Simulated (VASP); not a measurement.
Here is a VASP 6.6.1 calculation.

The input INCAR:

```
SYSTEM = Rb
PREC = Accurate
ENCUT = 520
EDIFF = 1E-7
ISMEAR = 0
SIGMA = 0.1
LREAL = .FALSE.
LASPH = .TRUE.
NELM = 80
ALGO = Normal
ISIF = 2
LWAVE = .FALSE.
LCHARG = .TRUE.
GGA = PE
LELF = .TRUE.
LVHAR = .TRUE.
NBANDS = 10
```

File KPOINTS:

```
Automatic mesh
0
G
  10 10 10
  0 0 0
```

Contents of POSCAR:

```
Rb
1.0
   -2.7771390974      2.7771390974      2.7771390974
    2.7771390974     -2.7771390974      2.7771390974
    2.7771390974      2.7771390974     -2.7771390974
Rb
1
Direct
    0.0000000000      0.0000000000      0.0000000000
```

Potentials or basis: VASP PAW PBE potentials, release 64 (Rb_sv).

The run is started by

```sh
$ cat potpaw_PBE.64/Rb_sv/POTCAR > POTCAR
$ mpirun -np 1 vasp_std > vasp.out
```

**Question.** What does it give for the pressure?

**Answer.** 0.2 GPa.

**Question.** What does it give for the band gap on the k mesh?

**Answer.** Zero (an odd number of electrons rules out a gap without spin polarisation).
